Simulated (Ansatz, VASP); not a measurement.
## FeCo: VASP beside Ansatz

```
Fe Co
1.0
     2.90067    0.00000    0.00000
     0.00000    2.90067    0.00000
     0.00000    0.00000    2.90067
Fe Co
1 1
Direct
  0.50000 0.50000 0.50000
  0.00000 0.00000 0.00000
```

Alike in both runs: task single point; functional PBE; k mesh 14 × 14 × 14; occupations gaussian, width 0.1 eV; collinear spin.

```csv
,VASP,Ansatz
version,VASP 6.6.1,Ansatz 0.2.0
potentials or method,"VASP PAW PBE potentials, release 64 (Fe, Co), cutoff 600 eV","scalar-relativistic, plane waves, PAW"
valence electrons in the cell,17,33
```

|  | VASP | Ansatz | Ansatz less VASP |
| --- | --- | --- | --- |
| gap on the k mesh at the Fermi level (eV) | none | none | - |
| pressure (GPa) | -10.3 | -9.9 | +0.37 |
| net moment per atom (μB) | 2.29 | 2.30 | +0.011 |
| size of the moment on the site where the two differ most (μB) | 1.78 | 1.85 | +0.068 |

Site moments also hang on the region over which each program counts them. A gap of «none» marks a metal or a gap that the smearing closes. VASP's potentials hold 17 valence electrons a cell and Ansatz's 33, so a difference there can come from the potentials and not from the codes.
